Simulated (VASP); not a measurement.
Be2C:

```
CELL_PARAMETERS angstrom
0.00000 2.16049 2.16049
2.16956 0.00000 2.16049
2.16956 2.16049 0.00000
ATOMIC_POSITIONS crystal
C 0.00000 0.00000 0.00000
Be 0.25000 0.25000 0.25000
Be 0.75000 0.75000 0.75000
```

This cell differs from its parent crystal: uniaxial x strain +0.4%.

Base run:

| Quantity | Value |
| --- | --- |
| Program | VASP 6.6.1 |
| Functional | r2SCAN |
| Potentials or basis | VASP PAW PBE potentials, release 64 (C, Be) |
| Cutoff | 660 eV |
| k mesh | 10 × 10 × 10 |
| Occupations | gaussian, width 0.01 eV |
| Spin | no spin polarisation |

Its results: band gap on the k mesh 1.49 eV, indirect (least direct gap 4.59 eV); pressure 0.0 GPa.

Task: The run is repeated on the same cell with these changes: functional from r2SCAN to PBE; cutoff from 660 eV to 600 eV; occupations from gaussian, width 0.01 eV to fermi-dirac, width 0.02 eV. What comes out?

Result: Band gap on the k mesh 1.13 eV, indirect (least direct gap 4.10 eV); pressure 0.5 GPa.

Caveats: the PAW data sets were made with another functional, which shifts forces and pressure a little (some runs).

A k mesh can miss the band edges.
